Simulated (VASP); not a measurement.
Set up this calculation in VASP 6.6.1, as the native input.

| Quantity | Value |
| --- | --- |
| Task | single point |
| Functional | r2SCAN |
| Potentials or basis | VASP PAW PBE potentials, release 64 (Zn) |
| Cutoff | 520 eV |
| k mesh | 18 × 18 × 10 |
| Occupations | gaussian, width 0.1 eV |
| Spin | no spin polarisation |
| Dipole correction | no |
| Further INCAR settings | ALGO = Normal; EDIFF = 1e-06; NBANDS = 19 |

Zn:

```
Zn
1.0
     2.59570    0.00000    0.00000
    -1.29785    2.24794    0.00000
     0.00000    0.00000    4.98264
Zn
2
Cartesian
  0.0000 1.4986 1.2457
  1.2979 0.7493 3.7370
```

One way to write it, as run:

POSCAR

```
Zn
1.0
    2.5957006050      0.0000000000      0.0000000000
   -1.2978503025      2.2479426645      0.0000000000
    0.0000000000      0.0000000000      4.9826410256
Zn
2
Direct
    0.3333333333      0.6666666667      0.2500000000
    0.6666666667      0.3333333333      0.7500000000
```

INCAR.step1

```
PREC = Accurate ; ENCUT = 520
ISMEAR = 0 ; SIGMA = 0.1
LREAL = F ; LASPH = T
NELM = 100 ; NBANDS = 19
GGA = PE ; ALGO = Normal
EDIFF = 1E-4 ; LWAVE = T
LCHARG = F
```

INCAR.step2

```
PREC = Accurate ; ENCUT = 520
EDIFF = 1E-6 ; ISMEAR = 0
SIGMA = 0.1 ; LREAL = F
LASPH = T ; NELM = 100
ALGO = Normal ; ISIF = 2
LWAVE = F ; LCHARG = F
METAGGA = R2SCAN ; LMIXTAU = T
NBANDS = 19 ; ISTART = 1
```

KPOINTS

```
Automatic mesh
0
Gamma
  18 18 10
```

Potentials or basis: VASP PAW PBE potentials, release 64 (Zn).

The run is started by

```bash
$ cat potpaw_PBE.64/Zn/POTCAR > POTCAR
$ cp INCAR.step1 INCAR
$ mpirun -np 1 vasp_std > vasp.out
$ cp INCAR.step2 INCAR
$ mpirun -np 1 vasp_std > vasp.out
```

Results of the run:

```
Pressure               : 0.5 GPa
Band gap on the k mesh : zero (bands 12 and 13 overlap by 5.29 eV)
```

Caveat: the PAW data sets were made with another functional, which shifts forces and pressure a little.

It took 5.8 min on 1 thread of Intel Xeon 8259CL, with other jobs on the host, peak memory 0.22 GiB.
